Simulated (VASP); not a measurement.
**CuO: single point with PBE**

CuO:

```
CELL_PARAMETERS angstrom
2.34185 -1.71130 0.00000
2.34185 1.71130 0.00000
-0.85003 0.00000 5.05787
ATOMIC_POSITIONS crystal
Cu 0.50000 0.00000 0.50000
Cu 0.00000 0.50000 0.00000
O 0.41840 0.58160 0.75000
O 0.58160 0.41840 0.25000
```

```json
{
  "Program": "VASP 6.6.1",
  "Task": "single point",
  "Functional": "PBE",
  "Potentials or basis": "VASP PAW PBE potentials, release 64 (Cu_sv_GW, O)",
  "Cutoff": "820 eV",
  "k mesh": "10 × 10 × 5",
  "Occupations": "gaussian, width 0.024 eV",
  "Spin": "no spin polarisation",
  "Dipole correction": "no",
  "Further INCAR settings": "ALGO = Normal; EDIFF = 1e-06; NBANDS = 33"
}
```

```
Pressure               : 4.8 GPa
Largest force          : 0.254 eV/Å
Band gap on the k mesh : zero (bands 25 and 26 overlap by 0.60 eV)
```

Forces in eV/Å, atoms in the order of the input:
```
Cu   0.000  0.000  0.000
Cu   0.000  0.000  0.000
O    0.000 -0.254  0.000
O    0.000  0.254  0.000
```

Stress tensor (GPa, compression positive):
```
 4.61  0.00 -1.26
 0.00  5.98  0.00
-1.26  0.00  3.87
```

Levels at points of the mesh, in eV from the Fermi level:
| k point | band 22 | band 23 | band 24 | band 25 | band 26 | band 27 | band 28 | band 29 |
| --- | --- | --- | --- | --- | --- | --- | --- | --- |
| (0.00, 0.00, 0.00) | -2.22 | -2.16 | -1.66 | 0.21 | 0.95 | 1.69 | 5.99 | 8.12 |
| (0.50, 0.00, 0.00) | -1.60 | -1.52 | -1.41 | 0.01 | 0.26 | 4.82 | 6.26 | 6.92 |
| (0.50, 0.50, 0.00) | -2.12 | -1.65 | -1.22 | -0.66 | 1.07 | 3.30 | 7.05 | 8.46 |

It took 8.6 min on 1 thread of AMD EPYC 7R43 64-Core Processor (Zen 3) (shared host), peak memory 0.42 GiB.

Caveat: the cell stands under pressure; semilocal functionals often make such compounds metallic where correlation or magnetic order opens a gap, which also shifts bond lengths. With open d or f shells a metallic result of PBE can be an artefact of self-interaction; +U or a hybrid may open a gap.
